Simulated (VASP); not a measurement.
# Cd3Se (I4/mmm) in VASP: a series of runs

Runs on Cd3Se. Level: LDA. Tasks: single point.

All numbers are computed with VASP 6.6.1; they aren't measurements. Logs are shortened: lines on timing, memory, paths and dates and some standing lists are left out, and cuts for length are marked.

## 1. The cell of the first run

It takes space group I4/mmm (No. 139, tetragonal). Conventional cell: a = 3.999 Å, b = 3.999 Å, c = 11.926 Å, α = 90.00°, β = 90.00°, γ = 90.00°. Cd (site symmetry 4/mmm) has 4 Se at 2.83 Å and 8 Cd at 3.59 Å within 3.7 Å. Cd (site symmetry -4m2) has 8 Cd at 2.83 to 3.59 Å and 4 Se at 3.59 Å within 3.7 Å. Se (site symmetry 4/mmm) has 12 Cd at 2.83 to 3.59 Å within 3.7 Å.

## 2. Single point, LDA (23.83 Å³/atom)

Input file INCAR:

```
SYSTEM = Cd3Se
PREC = Accurate
ENCUT = 520
EDIFF = 1E-6
ISMEAR = -1
SIGMA = 0.05
LREAL = .False.
LASPH = .True.
NELM = 80
ALGO = Normal
ISIF = 2
LWAVE = .False.
LCHARG = .False.
NBANDS = 29
```

Input file KPOINTS:

```
regular mesh
0
Gamma
  9 9 9
  0 0 0
```

Input file POSCAR:

```
Cd3Se
1.0
   -1.9992892073      1.9992892073      5.9628190106
    1.9992892073     -1.9992892073      5.9628190106
    1.9992892073      1.9992892073     -5.9628190106
Cd Se
3 1
Direct
    0.5000000000      0.5000000000      0.0000000000
    0.2500000000      0.7500000000      0.5000000000
    0.7500000000      0.2500000000      0.5000000000
    0.0000000000      0.0000000000      0.0000000000
```

Potentials or basis: VASP PAW LDA potentials, release 64 (Cd, Se).

Command:

```console
cat potpaw_LDA.64/Cd/POTCAR potpaw_LDA.64/Se/POTCAR > POTCAR
mpirun -np 1 vasp_std > vasp.out
```

OUTCAR:

```text
SYSTEM = Cd3Se
   PREC = Accurate
   ENCUT = 520
   EDIFF = 1E-6
   ISMEAR = -1
   LREAL = .False.
   LASPH = .True.
   NELM = 80
   ISIF = 2

 ion  position               nearest neighbor table
   1  0.500  0.500  0.000-   4 2.83   4 2.83   4 2.83   4 2.83   3 3.59   2 3.59   3 3.59   3 3.59
                             2 3.59   2 3.59   3 3.59   2 3.59
   2  0.250  0.750  0.500-   3 2.83   3 2.83   3 2.83   3 2.83   1 3.59   1 3.59   1 3.59   1 3.59

   3  0.750  0.250  0.500-   2 2.83   2 2.83   2 2.83   2 2.83   1 3.59   1 3.59   1 3.59   1 3.59

   4  0.000  0.000  0.000-   1 2.83   1 2.83   1 2.83   1 2.83

  LATTYP: Found a body centered tetragonal cell.
 ALAT       =     3.9985784146
 C/A-ratio  =     2.9824694641

  Lattice vectors:

 A1 = (  -1.9992892073,   1.9992892073,   5.9628190106)
 A2 = (   1.9992892073,  -1.9992892073,   5.9628190106)
 A3 = (   1.9992892073,   1.9992892073,  -5.9628190106)

Analysis of symmetry for initial positions (statically):
=====================================================================
 Subroutine PRICEL returns:
 Original cell was already a primitive cell.

 Routine SETGRP: Setting up the symmetry group for a
 body centered tetragonal supercell.

 Subroutine GETGRP returns: Found 16 space group operations
 (whereof 16 operations were pure point group operations)
 out of a pool of 16 trial point group operations.

The static configuration has the point symmetry D_4h.

Analysis of symmetry for dynamics (positions and initial velocities):
=====================================================================
 Subroutine PRICEL returns:
 Original cell was already a primitive cell.

 Routine SETGRP: Setting up the symmetry group for a
 body centered tetragonal supercell.

 Subroutine GETGRP returns: Found 16 space group operations
 (whereof 16 operations were pure point group operations)
 out of a pool of 16 trial point group operations.

The dynamic configuration has the point symmetry D_4h.

 Subroutine INISYM returns: Found 16 space group operations
 (whereof 16 operations are pure point group operations),
 and found     1 'primitive' translations

----------------------------------------------------------------------------------------

                                     Primitive cell

  volume of cell :      95.3373

  direct lattice vectors                    reciprocal lattice vectors
    -1.999289207  1.999289207  5.962819011     0.000000000  0.250088881  0.083852956
     1.999289207 -1.999289207  5.962819011     0.250088881  0.000000000  0.083852956
     1.999289207  1.999289207 -5.962819011     0.250088881  0.250088881  0.000000000

  length of vectors
     6.599206409  6.599206409  6.599206409     0.263772187  0.263772187  0.353679087

  position of ions in fractional coordinates (direct lattice)
     0.500000000  0.500000000  0.000000000
     0.250000000  0.750000000  0.500000000
     0.750000000  0.250000000  0.500000000
     0.000000000  0.000000000  0.000000000

  ion indices of the primitive-cell ions
   primitive index   ion index
                 1           1
                 2           2
                 3           3
                 4           4

----------------------------------------------------------------------------------------

 KPOINTS: regular mesh

Automatic generation of k-mesh.
 Grid dimensions read from file:
 generate k-points for:    9    9    9

 Generating k-lattice:

  Cartesian coordinates                     Fractional coordinates (reciprocal lattice)
     0.000000000  0.027787653  0.009316995     0.111111111  0.000000000  0.000000000
     0.027787653  0.000000000  0.009316995     0.000000000  0.111111111  0.000000000
     0.027787653  0.027787653  0.000000000     0.000000000  0.000000000  0.111111111

  Length of vectors
     0.029308021  0.029308021  0.039297676

  Shift w.r.t. Gamma in fractional coordinates (k-lattice)
     0.000000000  0.000000000  0.000000000

 Subroutine IBZKPT returns following result:
 ===========================================

 Found     75 irreducible k-points:

 Following reciprocal coordinates:
            Coordinates               Weight
  0.000000  0.000000  0.000000      1.000000
  0.111111  0.000000 -0.000000      8.000000
  0.222222  0.000000 -0.000000      8.000000
  0.333333  0.000000 -0.000000      8.000000
  0.444444  0.000000 -0.000000      8.000000
  0.111111  0.111111 -0.000000      8.000000
[... 16 lines left out ...]
 -0.333333  0.333333  0.000000      4.000000
  0.444444  0.444444 -0.000000      8.000000
 [... further k-points ...]
   k-points           NKPTS =     75   k-points in BZ     NKDIM =     75   number of bands    NBANDS=     29
   number of dos      NEDOS =    301   number of ions     NIONS =      4
   total plane-waves  NPLWV = 125000
   dimension x,y,z NGX =    50 NGY =   50 NGZ =   50
   dimension x,y,z NGXF=   100 NGYF=  100 NGZF=  100
   ions per type =               3   1
   NGX,Y,Z   is equivalent  to a cutoff of  12.60, 12.60, 12.60 a.u.
   NGXF,Y,Z  is equivalent  to a cutoff of  25.19, 25.19, 25.19 a.u.
 SYSTEM =  Cd3Se
   PREC   = accura    normal or accurate (medium, high low for compatibility)
   ISTART =      0    job   : 0-new  1-cont  2-samecut
   ICHARG =      2    charge: 1-file 2-atom 10-const
   ISPIN  =      1    spin polarized calculation?
   LNONCOLLINEAR =      F non collinear calculations
   LSORBIT =      F    spin-orbit coupling
   LASPH  =      T    aspherical Exc in radial PAW
   ENCUT  =  520.0 eV  38.22 Ry    6.18 a.u.  12.27 12.27 12.27*2*pi/ulx,y,z
   NELM   =     80;   NELMIN=  2; NELMDL= -5     # of ELM steps
   EDIFF  = 0.1E-05   stopping-criterion for ELM
   LREAL  =      F    real-space projection
   EDIFFG = 0.1E-04   stopping-criterion for IOM
   NSW    =      0    number of steps for IOM
   IBRION =     -1    ionic relax: 0-MD 1-quasi-New 2-CG
   NFREE  =      0    steps in history (QN), initial steepest desc. (CG)
   ISIF   =      2    stress and relaxation
   ISYM   =      2    0-nonsym 1-usesym 2-fastsym
   POTIM  = 0.5000    time-step for ionic-motion
   TEBEG  =    0.0;   TEEND  =   0.0 temperature during run
   PSTRESS=    0.0 pullay stress
   NELECT =      42.0000    total number of electrons
   NUPDOWN=      -1.0000    fix difference up-down
   EMIN   =  10.00;   EMAX   =-10.00  energy-range for DOS
   EFERMI =   0.00;   METHOD = LEGACY
   ISMEAR =    -1;   SIGMA  =   0.05  broadening in eV -4-tet -1-fermi 0-gaus
   EFERMI_NEDOS =   21; number of points for ismear=-14 and -15
   IALGO  =     38    algorithm
   IMIX   =      4    mixing-type and parameters
     AMIX     =   0.40;   BMIX     =  1.00
     AMIX_MAG =   1.60;   BMIX_MAG =  1.00
  volume/ion in A,a.u.               =      23.83       160.84
  Fermi-wavevector in a.u.,A,eV,Ry     =   1.245672  2.353978 21.112137  1.551698
  Thomas-Fermi vector in A             =   2.379884
   LORBIT       =      0    0 simple, 1 ext, 2 COOP (PROOUT), +10 PAW based schemes
   GGA     = CA    functional components
   LHFCALC =     F    Hartree Fock is set to
   AEXX    =    0.0000 exact exchange contribution
   IVDW    =     0    specifies the selected vdW correction
   LEPSILON=     F    determine dielectric tensor
   LRPA    =     F    only Hartree local field effects (RPA)
 non-spin polarized calculation
  energy-cutoff  :      520.00
  volume of cell :       95.34
 maximum number of plane-waves:      2602
 NGX is ok and might be reduce to    50
   NGX = 25   NGY = 25   NGZ = 25

 number of electron      42.0000001 magnetization

 Free energy of the ion-electron system (eV)
  ---------------------------------------------------
  ext. energy  EPLUGINS =         0.00000000
  ---------------------------------------------------
  free energy    TOTEN  =        -8.65922976 eV

  energy without entropy =       -8.65164717  energy(sigma->0) =       -8.65543846

 E-fermi :   2.2975     XC(G=0): -10.5847

 val. band max:        2.2414129280   @ k =  -0.1111  -0.3333   0.1111
 cond. band min:       2.2978078689   @ k =   0.3333   0.3333   0.1111
 fundamental gap:      0.0563949409
 Fermi energy:         2.2974718539

 k-point     1 :       0.0000    0.0000    0.0000
  band No.  band energies     occupation
      1     -10.8945      2.00000
      2      -7.3964      2.00000
      3      -7.1197      2.00000
      4      -6.9615      2.00000
      5      -6.4924      2.00000
      6      -6.4924      2.00000
[... 21 lines left out ...]
     28      10.9629      0.00000
     29      10.9629      0.00000

 k-point     2 :       0.1111    0.0000   -0.0000
  band No.  band energies     occupation
      1     -10.8378      2.00000
      2      -7.3445      2.00000
      3      -7.0690      2.00000
      4      -6.9066      2.00000
      5      -6.4911      2.00000
      6      -6.4802      2.00000
[... 21 lines left out ...]
     28      10.2657      0.00000
     29      10.5602      0.00000

 k-point     3 :       0.2222    0.0000   -0.0000
  band No.  band energies     occupation
      1     -10.6856      2.00000
      2      -7.1911      2.00000
      3      -6.9244      2.00000
      4      -6.7607      2.00000
      5      -6.4806      2.00000
      6      -6.4525      2.00000
[... 21 lines left out ...]
     28      10.2232      0.00000
     29      10.4833      0.00000

 k-point     4 :       0.3333    0.0000   -0.0000
  band No.  band energies     occupation
      1     -10.4939      2.00000
      2      -6.9438      2.00000
      3      -6.7095      2.00000
      4      -6.5824      2.00000
      5      -6.4568      2.00000
      6      -6.4553      2.00000
[... 597 lines left out ...]
     28      10.3456      0.00000
     29      11.2900      0.00000

 k-point    23 :      -0.3333    0.3333    0.0000
  band No.  band energies     occupation
      1     -10.3947      2.00000
      2      -7.0780      2.00000
      3      -6.6582      2.00000
      4      -6.6155      2.00000
      5      -6.5003      2.00000
      6      -6.4013      2.00000
[... 21 lines left out ...]
     28       9.3478      0.00000
     29      11.2752      0.00000

 k-point    24 :       0.4444    0.4444   -0.0000
  band No.  band energies     occupation
      1     -10.3648      2.00000
      2      -7.0235      2.00000
      3      -6.9679      2.00000
      4      -6.7094      2.00000
      5      -6.6702      2.00000
      6      -6.3444      2.00000
[... 21 lines left out ...]
     28      11.1945      0.00000
     29      11.6848      0.00000

 [... further k-points ...]

------------------------ aborting loop because EDIFF is reached ----------------------------------------

  FORCE on cell =-STRESS in cart. coord.  units (eV):
  Direction    XX          YY          ZZ          XY          YZ          ZX
  --------------------------------------------------------------------------------------
  -------------------------------------------------------------------------------------
  Total       -2.2667535     -2.2667535     -1.1540600      0.0000000     -0.0000000     -0.0000000
  in kB      -38.0935991    -38.0935991    -19.3943899      0.0000000     -0.0000000     -0.0000000
  external PRESSURE =     -31.8605294 kB  Pullay stress =       0.0000000 kB

 VOLUME and BASIS-vectors are now :
 -----------------------------------------------------------------------------
  energy-cutoff  :      520.00
  volume of cell :       95.34
      direct lattice vectors                 reciprocal lattice vectors
    -1.999289207  1.999289207  5.962819011     0.000000000  0.250088881  0.083852956
     1.999289207 -1.999289207  5.962819011     0.250088881  0.000000000  0.083852956
     1.999289207  1.999289207 -5.962819011     0.250088881  0.250088881  0.000000000

 POSITION                                       TOTAL-FORCE (eV/Angst)
 -----------------------------------------------------------------------------------
      0.00000      0.00000      5.96282        -0.000000     -0.000000      0.000000
      1.99929      0.00000      2.98141         0.000000      0.000000     -0.000000
      0.00000      1.99929      2.98141        -0.000000      0.000000     -0.000000
      0.00000      0.00000      0.00000        -0.000000     -0.000000      0.000000
 -----------------------------------------------------------------------------------
    total drift:                               -0.000000      0.000000      0.000000

  FREE ENERGIE OF THE ION-ELECTRON SYSTEM (eV)
  ---------------------------------------------------
  free  energy   TOTEN  =        -8.6592297554 eV

  energy  without entropy=       -8.6516471725  energy(sigma->0) =       -8.65543846
```

Run time: 8.7 min. Hardware: 1 thread of Intel Xeon 8259CL, shared host; peak memory 0.39 GiB.

Results:

| Quantity | Value |
| --- | --- |
| Free energy | -8.6592 eV |
| Pressure | -3.2 GPa |
| Band gap on the k mesh | zero (bands 21 and 22 overlap by 1.71 eV) |

Levels at points of the mesh, in eV from the Fermi level:
```tsv
k point	band 19	band 20	band 21	band 22	band 23	band 24
(0.00, 0.00, 0.00)	-2.03	-2.03	-0.55	2.44	2.72	2.72
```

Caveat: the cell stands under tension.

## 3. Single point, LDA (24.34 Å³/atom)

This run uses another cell than the first one, of 24.34 Å³/atom.

Input file INCAR:

```
PREC = Accurate ; ENCUT = 520
EDIFF = 1E-6 ; ISMEAR = -1
SIGMA = 0.05 ; LREAL = False
LASPH = True ; NELM = 80
ALGO = Normal ; ISIF = 2
LWAVE = False ; LCHARG = True
LELF = True ; LVHAR = True
NBANDS = 29
```

Input file KPOINTS:

```
regular mesh
0
Gamma
  9 9 9
```

Input file POSCAR:

```
Cd3Se
1.0
   -2.0133691727      2.0133691727      6.0048120774
    2.0133691727     -2.0133691727      6.0048120774
    2.0133691727      2.0133691727     -6.0048120774
Cd Se
3 1
Direct
    0.5000000000      0.5000000000      0.0000000000
    0.2500000000      0.7500000000      0.5000000000
    0.7500000000      0.2500000000      0.5000000000
    0.0000000000      0.0000000000      0.0000000000
```

Potentials or basis: VASP PAW LDA potentials, release 64 (Cd, Se).

Command:

```console
cat potpaw_LDA.64/Cd/POTCAR potpaw_LDA.64/Se/POTCAR > POTCAR
mpirun -np 1 vasp_std > vasp.out
```

Run time: 10 min. Hardware: 1 thread of Intel Xeon 8259CL, shared host; peak memory 0.39 GiB.

It converged, with:

```
Free energy            : -8.6135 eV
Pressure               : -4.0 GPa
Band gap on the k mesh : zero (bands 21 and 22 overlap by 1.68 eV)
```

Stress tensor (GPa, compression positive):
```
-4.85  0.00  0.00
 0.00 -4.85  0.00
 0.00  0.00 -2.35
```

Levels at points of the mesh, in eV from the Fermi level:
| k point | band 18 | band 19 | band 20 | band 21 | band 22 | band 23 | band 24 | band 25 |
| --- | --- | --- | --- | --- | --- | --- | --- | --- |
| (0.00, 0.00, 0.00) | -3.70 | -1.97 | -1.97 | -0.58 | 2.43 | 2.72 | 2.72 | 4.48 |

Caveat: the cell stands under tension.

(Continued in part 2 of 2.)

The gap in the log of VASP goes by the Fermi energy; the results here count the filled bands.